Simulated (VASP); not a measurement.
A run of VASP 6.6.1 is set up as follows.

Contents of INCAR:

```
  PREC = Accurate
  ENCUT = 600
  EDIFF = 1E-6
  ISMEAR = 0
  SIGMA = 0.05
  LREAL = False
  LASPH = True
  NELM = 150
  ALGO = Normal
  ISIF = 3
  LWAVE = False
  LCHARG = False
  ISPIN = 2
  MAGMOM = 7 7 0 0
  LORBIT = 11
  LMAXMIX = 6
  GGA = PE
  IBRION = 2
  NSW = 80
  EDIFFG = -0.01
  KPAR = 4
```

Contents of KPOINTS:

```
regular mesh
0
Gamma
  10 10 8
```

File POSCAR:

```
GdN
1.0
    3.7043281970      0.0000000000      0.0000000000
   -1.8521640985      3.2080423225      0.0000000000
    0.0000000000      0.0000000000      5.1629266166
Gd N
2 2
Direct
    0.3333333333      0.6666666667      0.2500000000
    0.6666666667      0.3333333333      0.7500000000
    0.0000000000      0.0000000000      0.0000000000
    0.0000000000      0.0000000000      0.5000000000
```

Potentials or basis: VASP PAW PBE potentials, release 64 (Gd, N).

Command:

```console
$ cat potpaw_PBE.64/Gd/POTCAR potpaw_PBE.64/N/POTCAR > POTCAR
$ mpirun -np 4 vasp_std > vasp.out
```

Task: Estimate the band gap on the k mesh.

Result: Zero (filled and empty bands overlap).

Task: Predict the relaxed cell.

Result: a = 3.438 Å, b = 3.438 Å, c = 5.966 Å, α = 90.00°, β = 90.00°, γ = 120.00°.

The path:
| step | energy change (eV) | largest force (eV/Å) | pressure (GPa) | volume (Å³) |
| --- | --- | --- | --- | --- |
| 1 | 0.0000 | 0.0000 | -0.27 | 61.35 |
| 2 | -1.2174 | 0.0000 | 1.93 | 60.49 |
| 3 | -1.2752 | 0.0000 | 2.50 | 59.96 |
| 4 | -1.2809 | 0.0000 | 2.35 | 60.08 |
| 5 | -1.2788 | 0.0000 | -2.43 | 62.11 |
| 6 | -1.2877 | 0.0000 | 0.05 | 61.01 |
| 7 | -1.2877 | 0.0000 | 0.13 | 61.03 |
| 8 | -1.2854 | 0.0000 | -1.60 | 61.57 |
| 9 | -1.2877 | 0.0000 | -0.05 | 61.06 |
| 10 | -1.2878 | 0.0000 | -0.11 | 61.08 |
| 11 | -1.2878 | 0.0000 | -0.11 | 61.08 |
| 12 | -1.2878 | 0.0000 | -0.12 | 61.08 |
| 13 | -1.2877 | 0.0000 | -0.10 | 61.07 |
| 14 | -1.2878 | 0.0000 | -0.10 | 61.07 |
| 15 | -1.2878 | 0.0000 | -0.09 | 61.07 |
| 16 | -1.2878 | 0.0000 | -0.10 | 61.07 |
| 17 | -1.2878 | 0.0000 | 0.12 | 61.00 |
| 18 | -1.2878 | 0.0000 | 0.19 | 61.03 |
| 19 | -1.2878 | 0.0000 | 0.16 | 61.06 |
| 20 | -1.2878 | 0.0000 | 0.06 | 61.07 |

Caveat: a cell axis changed by over 15 % at a fixed basis, so the end point is rough; spin-orbit coupling is left out, which moves the levels of the heavy elements; semilocal functionals describe open f shells poorly, which spoils levels, moments and volumes. The state reached can hang on the start; a lower one may exist.
